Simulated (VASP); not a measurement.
Ga4Sb3P:

```
P Ga Sb
1.0
     4.09106    0.00000    0.00000
     0.00000    8.18211    0.00000
     0.00000    0.00000    5.78563
P Ga Sb
1 4 3
Direct
  0.00000 0.00000 0.00000
  0.50000 0.00000 0.75000
  0.00000 0.75000 0.25000
  0.50000 0.50000 0.75000
  0.00000 0.25000 0.25000
  0.50000 0.75000 0.50000
  0.00000 0.50000 0.00000
  0.50000 0.25000 0.50000
```

| Quantity | Value |
| --- | --- |
| Program | VASP 6.6.1 |
| Task | relaxation of cell and atoms |
| Functional | PBE |
| Potentials or basis | VASP PAW PBE potentials, release 64 (P, Ga_d, Sb) |
| Cutoff | 600 eV |
| k mesh | 6 × 4 × 4 |
| Occupations | fermi-dirac, width 0.02 eV |
| Spin | no spin polarisation |

At the start: pressure 10.0 GPa; volume 24.21 Å³/atom.

**Question.** How do energy, volume and symmetry change on relaxing?

**Answer.** Over 27 steps the energy falls by 159.3 meV/atom and the volume is 27.52 Å³/atom (+13.7 %); space group Pmm2 (No. 25, to 0.1 Å) before and after.

Step by step:
| step | energy change (eV) | largest force (eV/Å) | pressure (GPa) | volume (Å³) |
| --- | --- | --- | --- | --- |
| 1 | 0.0000 | 2.0821 | 9.96 | 193.67 |
| 2 | -0.9341 | 0.6269 | -3.14 | 238.97 |
| 3 | -1.0469 | 0.8795 | -0.76 | 225.69 |
| 4 | -1.1552 | 0.6172 | -0.48 | 223.44 |
| 5 | -1.2396 | 0.3558 | 0.37 | 218.63 |
| 6 | -1.2419 | 0.3438 | 0.28 | 219.33 |
| 7 | -1.2639 | 0.2114 | -0.06 | 220.72 |
| 8 | -1.2670 | 0.2085 | -0.29 | 221.56 |
| 9 | -1.2731 | 0.0728 | 0.02 | 220.01 |
| 10 | -1.2734 | 0.0476 | -0.03 | 220.26 |
| 11 | -1.2738 | 0.0294 | 0.07 | 220.02 |
| 12 | -1.2738 | 0.0246 | 0.06 | 219.96 |
| 13 | -1.2739 | 0.0331 | 0.09 | 219.83 |
| 14 | -1.2740 | 0.0389 | 0.03 | 220.02 |
| 15 | -1.2741 | 0.0443 | -0.04 | 220.19 |
| 16 | -1.2743 | 0.0300 | 0.01 | 220.15 |
| 17 | -1.2744 | 0.0229 | 0.04 | 220.07 |
| 18 | -1.2744 | 0.0259 | 0.03 | 220.05 |
| 19 | -1.2745 | 0.0141 | -0.04 | 220.22 |
| 20 | -1.2745 | 0.0163 | 0.01 | 220.20 |
| 21 | -1.2745 | 0.0129 | -0.01 | 220.21 |
| 22 | -1.2745 | 0.0086 | 0.01 | 220.16 |
| 23 | -1.2745 | 0.0052 | 0.02 | 220.14 |
| 24 | -1.2745 | 0.0061 | -0.03 | 220.22 |
| 25 | -1.2745 | 0.0058 | -0.01 | 220.18 |
| 26 | -1.2745 | 0.0057 | -0.01 | 220.19 |
| 27 | -1.2745 | 0.0042 | -0.01 | 220.18 |

Final structure:
```xyz
8
Lattice="4.2732 0.0000 0.0000 0.0000 8.5554 0.0000 0.0000 0.0000 6.0227" Properties=species:S:1:pos:R:3 pbc="T T T"
P     0.0000    0.0000    0.0052
Ga    2.1366    0.0000    4.7371
Ga    0.0000    6.5994    1.4242
Ga    2.1366    4.2777    4.4429
Ga    0.0000    1.9560    1.4242
Sb    2.1366    6.5117    3.0138
Sb    0.0000    4.2777    0.0066
Sb    2.1366    2.0437    3.0138
```
